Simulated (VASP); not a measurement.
Here is a VASP 6.6.1 calculation.

The input POSCAR:

```
MgS
1.0
    0.0000000000      2.7057160000      2.8097820000
    2.7057160000      0.0000000000      2.8097820000
    2.7057160000      2.7057160000      0.0000000000
Mg S
1 1
Direct
    0.0000000000      0.0000000000      0.0000000000
    0.5000000000      0.5000000000      0.5000000000
```

Contents of INCAR.step1:

```
  PREC = Accurate
  ENCUT = 520
  ISMEAR = 0
  SIGMA = 0.05
  LREAL = F
  LASPH = T
  NELM = 60
  NBANDS = 11
  GGA = PE
  ALGO = Normal
  EDIFF = 1E-4
  LWAVE = T
  LCHARG = F
```

File INCAR.step2:

```
  PREC = Accurate
  ENCUT = 520
  EDIFF = 1E-7
  ISMEAR = 0
  SIGMA = 0.05
  LREAL = F
  LASPH = T
  NELM = 60
  ALGO = Normal
  ISIF = 2
  LWAVE = F
  LCHARG = F
  METAGGA = R2SCAN
  LMIXTAU = T
  NBANDS = 11
  ISTART = 1
```

Contents of KPOINTS:

```
regular mesh
0
Gamma
  8 8 8
```

Potentials or basis: VASP PAW PBE potentials, release 64 (Mg, S).

The run is started by

```console
$ cat potpaw_PBE.64/Mg/POTCAR potpaw_PBE.64/S/POTCAR > POTCAR
$ cp INCAR.step1 INCAR
$ mpirun -np 1 vasp_std > vasp.out
$ cp INCAR.step2 INCAR
$ mpirun -np 1 vasp_std > vasp.out
```

Task: Estimate the pressure.

Result: -9.3 GPa.

Task: Predict the band gap on the k mesh.

Result: 2.94 eV, indirect (least direct gap 3.33 eV).

Stress tensor (GPa, compression positive):
```
 -8.89   0.00   0.00
  0.00  -8.89   0.00
  0.00   0.00 -10.00
```

Caveat: the cell differs from its parent crystal (strain +0.040 along x and y, +0.080 along z); the PAW data sets were made with another functional, which shifts forces and pressure a little. A k mesh can miss the band edges.
